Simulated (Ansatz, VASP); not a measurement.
## CdSe in VASP and in Ansatz

```xyz
4
Lattice="4.3000 0.0000 0.0000 -2.1500 3.7239 0.0000 0.0000 0.0000 7.0200" Properties=species:S:1:pos:R:3 pbc="T T T"
Cd    0.0000    2.4826    0.0331
Cd    2.1500    1.2413    3.5431
Se    0.0000    2.4826    2.6696
Se    2.1500    1.2413    6.1796
```

Alike in both runs: functional PBE; k mesh 9 × 9 × 4; occupations gaussian, width 0.02 eV; no spin polarisation.

Ansatz relaxed the structure, and its values are those at the end. VASP's run is a single point on that final structure, the one shown.

|  | VASP | Ansatz |
| --- | --- | --- |
| version | VASP 6.6.1 | Ansatz 0.2.0 |
| potentials or method | VASP PAW PBE potentials, release 64 (Cd, Se), cutoff 520 eV | scalar-relativistic, plane waves, PAW |
| valence electrons in the cell | 36 | 72 |

Ansatz gave:

| Item | Value |
| --- | --- |
| gap on the k mesh at the Fermi level (eV) | 0.67 |
| least direct gap on the mesh (eV) | 0.67 |
| pressure (GPa) | 2.9 |

Question: Estimate VASP's values.

Answer: gap on the k mesh at the Fermi level (eV): 0.67; least direct gap on the mesh (eV): 0.67; pressure (GPa): 3.2.

With one functional, cell and mesh, what is left measures potentials, basis and numerics. VASP's potentials hold 36 valence electrons a cell and Ansatz's 72, so a difference there can come from the potentials and not from the codes. Ansatz's warnings: stress scf threshold loose.
